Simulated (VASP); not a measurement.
# Pb (Fm-3m) in VASP: settings compared, part 2 of 2

VASP 6.6.1. Earlier steps stand in the parts before.

### 4 Single point, RPBE

This run uses another cell than the first one, of 30.93 Å³/atom, 1.020 times its volume.

INCAR reads:

```
PREC     = Accurate       # precision mode
ENCUT    = 520            # plane-wave cutoff, eV
EDIFF    = 1E-7           # SCF threshold, eV
ISMEAR   = -1             # smearing method
SIGMA    = 0.05           # smearing width, eV
LREAL    = F              # projectors in reciprocal space
LASPH    = T              # aspherical terms in the spheres
NELM     = 80             # most SCF steps
ALGO     = Fast           # electronic algorithm
ISIF     = 2              # what is computed and relaxed
LWAVE    = F              # write WAVECAR
LCHARG   = F              # write CHGCAR
GGA      = RP             # functional
NBANDS   = 13             # bands
```

KPOINTS reads:

```
Automatic mesh
0
Gamma
  9 9 9
```

POSCAR reads:

```
Pb
1.0
    0.0000000000      2.4914113386      2.4914113386
    2.4914113386      0.0000000000      2.4914113386
    2.4914113386      2.4914113386      0.0000000000
Pb
1
Direct
    0.0000000000      0.0000000000      0.0000000000
```

Potentials or basis: VASP PAW PBE potentials, release 64 (Pb_d).

Started as:

```console
cat potpaw_PBE.64/Pb_d/POTCAR > POTCAR
mpirun -np 1 vasp_std > vasp.out
```

OUTCAR:

```text
PREC = Accurate
   ENCUT = 520
   EDIFF = 1E-7
   ISMEAR = -1
   LREAL = F
   LASPH = T
   NELM = 80
   ISIF = 2
   GGA = RP

 ion  position               nearest neighbor table
   1  0.000  0.000  0.000-

  LATTYP: Found a face centered cubic cell.
 ALAT       =     4.9828226772

  Lattice vectors:

 A1 = (   0.0000000000,   2.4914113386,   2.4914113386)
 A2 = (   2.4914113386,   0.0000000000,   2.4914113386)
 A3 = (   2.4914113386,   2.4914113386,   0.0000000000)

Analysis of symmetry for initial positions (statically):
[... 5 lines left out ...]
 face centered cubic supercell.

 Subroutine GETGRP returns: Found 48 space group operations
 (whereof 48 operations were pure point group operations)
 out of a pool of 48 trial point group operations.

The static configuration has the point symmetry O_h .

Analysis of symmetry for dynamics (positions and initial velocities):
[... 5 lines left out ...]
 face centered cubic supercell.

 Subroutine GETGRP returns: Found 48 space group operations
 (whereof 48 operations were pure point group operations)
 out of a pool of 48 trial point group operations.

The dynamic configuration has the point symmetry O_h .

 Subroutine INISYM returns: Found 48 space group operations
 (whereof 48 operations are pure point group operations),
 and found     1 'primitive' translations

----------------------------------------------------------------------------------------

                                     Primitive cell

  volume of cell :      30.9290

  direct lattice vectors                    reciprocal lattice vectors
     0.000000000  2.491411339  2.491411339    -0.200689462  0.200689462  0.200689462
     2.491411339  0.000000000  2.491411339     0.200689462 -0.200689462  0.200689462
     2.491411339  2.491411339  0.000000000     0.200689462  0.200689462 -0.200689462

  length of vectors
     3.523387704  3.523387704  3.523387704     0.347604344  0.347604344  0.347604344

  position of ions in fractional coordinates (direct lattice)
     0.000000000  0.000000000  0.000000000

  ion indices of the primitive-cell ions
   primitive index   ion index
                 1           1

----------------------------------------------------------------------------------------

 KPOINTS: Automatic mesh

Automatic generation of k-mesh.
 Grid dimensions read from file:
 generate k-points for:    9    9    9

 Generating k-lattice:

  Cartesian coordinates                     Fractional coordinates (reciprocal lattice)
    -0.022298829  0.022298829  0.022298829     0.111111111  0.000000000  0.000000000
     0.022298829 -0.022298829  0.022298829     0.000000000  0.111111111  0.000000000
     0.022298829  0.022298829 -0.022298829     0.000000000  0.000000000  0.111111111

  Length of vectors
     0.038622705  0.038622705  0.038622705

  Shift w.r.t. Gamma in fractional coordinates (k-lattice)
     0.000000000  0.000000000  0.000000000

 Subroutine IBZKPT returns following result:
 ===========================================

 Found     35 irreducible k-points:

 Following reciprocal coordinates:
            Coordinates               Weight
  0.000000  0.000000  0.000000      1.000000
  0.111111  0.000000  0.000000      8.000000
  0.222222  0.000000  0.000000      8.000000
  0.333333  0.000000  0.000000      8.000000
  0.444444  0.000000  0.000000      8.000000
  0.111111  0.111111  0.000000      6.000000
[... 16 lines left out ...]
 -0.333333  0.333333  0.000000     12.000000
  0.444444  0.444444  0.000000      6.000000
 [... further k-points ...]
   k-points           NKPTS =     35   k-points in BZ     NKDIM =     35   number of bands    NBANDS=     13
   number of dos      NEDOS =    301   number of ions     NIONS =      1
   total plane-waves  NPLWV =  21952
   dimension x,y,z NGX =    28 NGY =   28 NGZ =   28
   dimension x,y,z NGXF=    56 NGYF=   56 NGZF=   56
   ions per type =               1
   NGX,Y,Z   is equivalent  to a cutoff of  13.21, 13.21, 13.21 a.u.
   NGXF,Y,Z  is equivalent  to a cutoff of  26.42, 26.42, 26.42 a.u.
 SYSTEM =  unknown system
   PREC   = accura    normal or accurate (medium, high low for compatibility)
   ISTART =      0    job   : 0-new  1-cont  2-samecut
   ICHARG =      2    charge: 1-file 2-atom 10-const
   ISPIN  =      1    spin polarized calculation?
   LNONCOLLINEAR =      F non collinear calculations
   LSORBIT =      F    spin-orbit coupling
   LASPH  =      T    aspherical Exc in radial PAW
   ENCUT  =  520.0 eV  38.22 Ry    6.18 a.u.   6.55  6.55  6.55*2*pi/ulx,y,z
   NELM   =     80;   NELMIN=  2; NELMDL= -5     # of ELM steps
   EDIFF  = 0.1E-06   stopping-criterion for ELM
   LREAL  =      F    real-space projection
   EDIFFG = 0.1E-05   stopping-criterion for IOM
   NSW    =      0    number of steps for IOM
   IBRION =     -1    ionic relax: 0-MD 1-quasi-New 2-CG
   NFREE  =      0    steps in history (QN), initial steepest desc. (CG)
   ISIF   =      2    stress and relaxation
   ISYM   =      2    0-nonsym 1-usesym 2-fastsym
   POTIM  = 0.5000    time-step for ionic-motion
   TEBEG  =    0.0;   TEEND  =   0.0 temperature during run
   PSTRESS=    0.0 pullay stress
   NELECT =      14.0000    total number of electrons
   NUPDOWN=      -1.0000    fix difference up-down
   EMIN   =  10.00;   EMAX   =-10.00  energy-range for DOS
   EFERMI =   0.00;   METHOD = LEGACY
   ISMEAR =    -1;   SIGMA  =   0.05  broadening in eV -4-tet -1-fermi 0-gaus
   EFERMI_NEDOS =   21; number of points for ismear=-14 and -15
   IALGO  =     68    algorithm
   IMIX   =      4    mixing-type and parameters
     AMIX     =   0.40;   BMIX     =  1.00
     AMIX_MAG =   1.60;   BMIX_MAG =  1.00
  volume/ion in A,a.u.               =      30.93       208.72
  Fermi-wavevector in a.u.,A,eV,Ry     =   1.256981  2.375350 21.497225  1.580001
  Thomas-Fermi vector in A             =   2.390662
   LORBIT       =      0    0 simple, 1 ext, 2 COOP (PROOUT), +10 PAW based schemes
   GGA     = RP    functional components
   LHFCALC =     F    Hartree Fock is set to
   AEXX    =    0.0000 exact exchange contribution
   IVDW    =     0    specifies the selected vdW correction
   LEPSILON=     F    determine dielectric tensor
   LRPA    =     F    only Hartree local field effects (RPA)
 non-spin polarized calculation
 RMM-DIIS sequential band-by-band and
  energy-cutoff  :      520.00
  volume of cell :       30.93
 maximum number of plane-waves:       869
 NGX is ok and might be reduce to    28
   NGX = 13   NGY = 13   NGZ = 13

 number of electron      14.0000000 magnetization

 Free energy of the ion-electron system (eV)
  ---------------------------------------------------
  ext. energy  EPLUGINS =         0.00000000
  ---------------------------------------------------
  free energy    TOTEN  =        -3.17779719 eV

  energy without entropy =       -3.17456539  energy(sigma->0) =       -3.17618129

 E-fermi :   7.0587     XC(G=0):  -9.9921

 val. band max:        6.8353362981   @ k =  -0.3333   0.3333   0.1111
 cond. band min:       7.0708847303   @ k =  -0.2222   0.3333   0.1111
 fundamental gap:      0.2355484322
 Fermi energy:         7.0587209533

 k-point     1 :       0.0000    0.0000    0.0000
  band No.  band energies     occupation
      1      -9.9408      2.00000
      2      -9.9408      2.00000
      3      -9.9408      2.00000
      4      -9.8108      2.00000
      5      -9.8108      2.00000
      6      -4.4246      2.00000
      7      14.4783      0.00000
      8      14.4783      0.00000
      9      14.4783      0.00000
     10      16.9027      0.00000
     11      18.2393      0.00000
     12      19.5143      0.00000
     13      19.5143      0.00000

 k-point     2 :       0.1111    0.0000    0.0000
  band No.  band energies     occupation
      1      -9.9411      2.00000
      2      -9.9254      2.00000
      3      -9.9254      2.00000
      4      -9.8108      2.00000
      5      -9.8108      2.00000
      6      -4.1916      2.00000
      7      12.1383      0.00000
      8      14.2010      0.00000
      9      14.2010      0.00000
     10      16.4797      0.00000
     11      19.2685      0.00000
[... 339 lines left out ...]
 k-point    24 :       0.4444    0.4444    0.0000
  band No.  band energies     occupation
      1     -10.0878      2.00000
      2     -10.0011      2.00000
      3      -9.6987      2.00000
      4      -9.6615      2.00000
      5      -9.6615      2.00000
      6       0.0420      2.00000
      7       4.5281      2.00000
      8       9.3294      0.00000
      9       9.3294      0.00000
     10      12.5801      0.00000
     11      13.7891      0.00000
     12      25.3248      0.00000
     13      26.9143      0.00000

 [... further k-points ...]
[... 5 lines left out ...]
  --------------------------------------------------------------------------------------
  -------------------------------------------------------------------------------------
  Total        0.5403263      0.5403263      0.5403263      0.0000000      0.0000000     -0.0000000
  in kB       27.9898376     27.9898376     27.9898376      0.0000000      0.0000000     -0.0000000
  external PRESSURE =      27.9898376 kB  Pullay stress =       0.0000000 kB

 VOLUME and BASIS-vectors are now :
 -----------------------------------------------------------------------------
  energy-cutoff  :      520.00
  volume of cell :       30.93
      direct lattice vectors                 reciprocal lattice vectors
     0.000000000  2.491411339  2.491411339    -0.200689462  0.200689462  0.200689462
     2.491411339  0.000000000  2.491411339     0.200689462 -0.200689462  0.200689462
     2.491411339  2.491411339  0.000000000     0.200689462  0.200689462 -0.200689462

 POSITION                                       TOTAL-FORCE (eV/Angst)
 -----------------------------------------------------------------------------------
      0.00000      0.00000      0.00000         0.000000      0.000000     -0.000000
 -----------------------------------------------------------------------------------
    total drift:                               -0.000000     -0.000000     -0.000000

  FREE ENERGIE OF THE ION-ELECTRON SYSTEM (eV)
  ---------------------------------------------------
  free  energy   TOTEN  =        -3.1777971887 eV

  energy  without entropy=       -3.1745653927  energy(sigma->0) =       -3.17618129
```

Wall time 13 s (1 thread of Intel Xeon Platinum 8488C (Sapphire Rapids), shared host); peak memory 0.15 GiB.

Results:

| Item | Value |
| --- | --- |
| Free energy | -3.1778 eV |
| Pressure | 2.8 GPa |
| Band gap on the k mesh | zero (band 7 reaches 14.48 eV, above the bottom of band 8 at 5.69 eV) |

Caveat: the PAW data sets were made with another functional, which shifts forces and pressure a little; spin-orbit coupling is left out, which moves the levels of the heavy elements.

### 5 Single point, RPBE

This run uses another cell than the first one, of 31.54 Å³/atom, 1.040 times its volume.

INCAR reads:

```
SYSTEM = Pb
PREC = Accurate
ENCUT = 520
EDIFF = 1E-6
ISMEAR = -1
SIGMA = 0.05
LREAL = .FALSE.
LASPH = .TRUE.
NELM = 60
ALGO = Fast
ISIF = 2
LWAVE = .FALSE.
LCHARG = .FALSE.
GGA = RP
NBANDS = 13
```

KPOINTS reads:

```
Automatic mesh
0
G
  9 9 9
  0 0 0
```

POSCAR reads:

```
Pb
1.0
    0.0000000000      2.5075897876      2.5075897876
    2.5075897876      0.0000000000      2.5075897876
    2.5075897876      2.5075897876      0.0000000000
Pb
1
Direct
    0.0000000000      0.0000000000      0.0000000000
```

Started as:

```console
cat potpaw_PBE.64/Pb_d/POTCAR > POTCAR
mpirun -np 1 vasp_std > vasp.out
```

Wall time 16 s (1 thread of Intel Xeon Platinum 8488C (Sapphire Rapids), shared host); peak memory 0.15 GiB.

Results (log left out):

| Item | Value |
| --- | --- |
| Free energy | -3.1870 eV |
| Pressure | 1.9 GPa |
| Band gap on the k mesh | zero (band 7 reaches 14.12 eV, above the bottom of band 8 at 5.52 eV) |

Levels at points of the mesh, in eV from the Fermi level:
| k point | band 4 | band 5 | band 6 | band 7 | band 8 | band 9 | band 10 | band 11 |
| --- | --- | --- | --- | --- | --- | --- | --- | --- |
| (0.00, 0.00, 0.00) | -16.87 | -16.87 | -11.36 | 7.26 | 7.26 | 7.26 | 9.82 | 10.93 |

Caveat: the PAW data sets were made with another functional, which shifts forces and pressure a little; spin-orbit coupling is left out, which moves the levels of the heavy elements.

### 6 Single point, revPBE+D3(BJ)

INCAR reads:

```
SYSTEM = Pb
ALGO = Normal
EDIFF = 1E-6
ENCUT = 520
GGA = RE
ISIF = 2
ISMEAR = -1
IVDW = 12
LASPH = .TRUE.
LCHARG = .FALSE.
LREAL = .FALSE.
LWAVE = .FALSE.
NBANDS = 13
NELM = 60
PREC = Accurate
SIGMA = 0.05
```

KPOINTS reads:

```
k-points
0
G
  9 9 9
  0 0 0
```

POSCAR reads:

```
Pb
1.0
    0.0000000000      2.4750200000      2.4750200000
    2.4750200000      0.0000000000      2.4750200000
    2.4750200000      2.4750200000      0.0000000000
Pb
1
Direct
    0.0000000000      0.0000000000      0.0000000000
```

Potentials or basis: VASP PAW PBE potentials, release 64 (Pb_d).

Started as:

```console
cat potpaw_PBE.64/Pb_d/POTCAR > POTCAR
mpirun -np 1 vasp_std > vasp.out
```

OUTCAR:

```text
SYSTEM = Pb
   EDIFF = 1E-6
   ENCUT = 520
   GGA = RE
   ISIF = 2
   ISMEAR = -1
   IVDW = 12
   LASPH = .TRUE.
   LREAL = .FALSE.
   NELM = 60
   PREC = Accurate
 IVDW          = 12

 ion  position               nearest neighbor table
   1  0.000  0.000  0.000-

  LATTYP: Found a face centered cubic cell.
 ALAT       =     4.9500400000

  Lattice vectors:

 A1 = (   0.0000000000,   2.4750200000,   2.4750200000)
 A2 = (   2.4750200000,   0.0000000000,   2.4750200000)
 A3 = (   2.4750200000,   2.4750200000,   0.0000000000)

Analysis of symmetry for initial positions (statically):
[... 5 lines left out ...]
 face centered cubic supercell.

 Subroutine GETGRP returns: Found 48 space group operations
 (whereof 48 operations were pure point group operations)
 out of a pool of 48 trial point group operations.

The static configuration has the point symmetry O_h .

Analysis of symmetry for dynamics (positions and initial velocities):
[... 5 lines left out ...]
 face centered cubic supercell.

 Subroutine GETGRP returns: Found 48 space group operations
 (whereof 48 operations were pure point group operations)
 out of a pool of 48 trial point group operations.

The dynamic configuration has the point symmetry O_h .
[... 154 lines left out ...]
      1      -9.7509      2.00000
      2      -9.7509      2.00000
      3      -9.7509      2.00000
      4      -9.6121      2.00000
      5      -9.6121      2.00000
      6      -4.3757      2.00000
      7      14.8109      0.00000
      8      14.8109      0.00000
      9      14.8109      0.00000
     10      17.1096      0.00000
     11      18.6853      0.00000
     12      19.8466      0.00000
     13      19.8466      0.00000
[... 354 lines left out ...]
  band No.  band energies     occupation
      1      -9.9083      2.00000
      2      -9.8172      2.00000
      3      -9.4930      2.00000
      4      -9.4540      2.00000
      5      -9.4540      2.00000
      6       0.2244      2.00000
      7       4.6632      2.00000
      8       9.5335      0.00000
      9       9.5335      0.00000
     10      12.8284      0.00000
     11      14.0425      0.00000
     12      25.6262      0.00000
     13      27.3225      0.00000

 [... further k-points ...]

------------------------ aborting loop because EDIFF is reached ----------------------------------------

 Edisp (eV)   -0.73481

 E8    (eV) :    -0.5474

  FORCE on cell =-STRESS in cart. coord.  units (eV):
  Direction    XX          YY          ZZ          XY          YZ          ZX
  --------------------------------------------------------------------------------------
  -------------------------------------------------------------------------------------
  Total      -0.12128    -0.12128    -0.12128     0.00000    -0.00000     0.00000
  in kB      -6.40823    -6.40823    -6.40823     0.00000    -0.00000     0.00000
  external pressure =       -6.41 kB  Pullay stress =        0.00 kB

 VOLUME and BASIS-vectors are now :
 -----------------------------------------------------------------------------
  energy-cutoff  :      520.00
  volume of cell :       30.32
      direct lattice vectors                 reciprocal lattice vectors
     0.000000000  2.475020000  2.475020000    -0.202018570  0.202018570  0.202018570
     2.475020000  0.000000000  2.475020000     0.202018570 -0.202018570  0.202018570
     2.475020000  2.475020000  0.000000000     0.202018570  0.202018570 -0.202018570

 POSITION                                       TOTAL-FORCE (eV/Angst)
 -----------------------------------------------------------------------------------
      0.00000      0.00000      0.00000         0.000000     -0.000000      0.000000
 -----------------------------------------------------------------------------------
    total drift:                               -0.000000     -0.000000     -0.000000

  FREE ENERGIE OF THE ION-ELECTRON SYSTEM (eV)
  ---------------------------------------------------
  free  energy   TOTEN  =        -3.9713546498 eV

  energy  without entropy=       -3.9682536678  energy(sigma->0) =       -3.96980416
```

OSZICAR:

```text
N       E                     dE             d eps       ncg     rms          rms(c)
DAV:   1     0.108351632003E+03    0.10835E+03   -0.70884E+03   930   0.126E+03
DAV:   2     0.178257474814E+01   -0.10657E+03   -0.10307E+03   950   0.314E+02
DAV:   3    -0.312625414217E+01   -0.49088E+01   -0.48899E+01  1148   0.722E+01
DAV:   4    -0.323973487131E+01   -0.11348E+00   -0.11346E+00  1129   0.119E+01
DAV:   5    -0.324505782195E+01   -0.53230E-02   -0.53227E-02  1265   0.236E+00    0.500E-01
DAV:   6    -0.323806548346E+01    0.69923E-02   -0.10633E-02  1184   0.178E+00    0.261E-01
DAV:   7    -0.323650221693E+01    0.15633E-02   -0.51496E-03  1190   0.118E+00    0.891E-02
DAV:   8    -0.323654978608E+01   -0.47569E-04   -0.49539E-04  1170   0.336E-01    0.107E-02
DAV:   9    -0.323654608323E+01    0.37028E-05   -0.12788E-05  1233   0.609E-02    0.539E-03
DAV:  10    -0.323654467380E+01    0.14094E-05   -0.15638E-06  1080   0.113E-02    0.427E-04
DAV:  11    -0.323654469250E+01   -0.18707E-07   -0.47868E-08   710   0.327E-03
   1 F= -.39713546E+01 E0= -.39698042E+01  d E =-.310098E-02
```

stdout:

```text
POSCAR found type information on POSCAR Pb
 POSCAR found :  1 types and       1 ions
 scaLAPACK will be used
 -----------------------------------------------------------------------------
|                                                                             |
|                                                                             |
|     You enforced a specific xc type in the INCAR file but a different       |
|     I HOPE YOU KNOW WHAT YOU ARE DOING!                                     |
|                                                                             |
 -----------------------------------------------------------------------------

 LDA part: xc-table for (Slater+PW92), standard interpolation
 POSCAR, INCAR and KPOINTS ok, starting setup
 FFT: planning ... GRIDC
 FFT: planning ... GRID_SOFT
 FFT: planning ... GRID
 WAVECAR not read
 entering main loop
```

Wall time 12 s (1 thread of Intel Xeon Platinum 8488C (Sapphire Rapids), shared host); peak memory 0.16 GiB.

Results:

```
Free energy                : -3.9714 eV
Pressure                   : -0.6 GPa
Band gap on the k mesh     : zero (band 7 reaches 14.81 eV, above the bottom of band 8 at 5.83 eV)
Dispersion energy per atom : -0.735 eV
```

Levels at points of the mesh, in eV from the Fermi level:
```tsv
k point	band 5	band 6	band 7	band 8	band 9	band 10
(0.00, 0.00, 0.00)	-16.85	-11.61	7.58	7.58	7.58	9.88
```

Caveat: the PAW data sets were made with another functional, which shifts forces and pressure a little; spin-orbit coupling is left out, which moves the levels of the heavy elements; pairwise dispersion overbinds metals, which lowers pressure and volume.

### 7 The runs side by side

```tsv
level	potentials or basis	cell	gap on the mesh (eV)	pressure (GPa)
LDA	VASP PAW LDA potentials, release 64 (Pb_d)	a = 3.500 Å, angles 60.0°, 1 atom	none	-2.1
PBEsol+D3(BJ)	VASP PAW PBE potentials, release 64 (Pb_d)	a = 3.546 Å, angles 60.0°, 1 atom	none	-4.5
RPBE	VASP PAW PBE potentials, release 64 (Pb_d)	a = 3.523 Å, angles 60.0°, 1 atom	none	2.8
RPBE	VASP PAW PBE potentials, release 64 (Pb_d)	a = 3.546 Å, angles 60.0°, 1 atom	none	1.9
revPBE+D3(BJ)	VASP PAW PBE potentials, release 64 (Pb_d)	a = 3.500 Å, angles 60.0°, 1 atom	none	-0.6
```

Alike in all rows: task single point; no spin polarisation; k mesh 9 × 9 × 9; cutoff (eV) 520; smearing fermi-dirac 0.05 eV.

Caveats: spin-orbit coupling is left out, which moves the levels of the heavy elements; the PAW data sets were made with another functional, which shifts forces and pressure a little (some runs); pairwise dispersion overbinds metals, which lowers pressure and volume (some runs).

Total energies depend on the potentials used, so only differences within one code and one set of settings carry meaning.
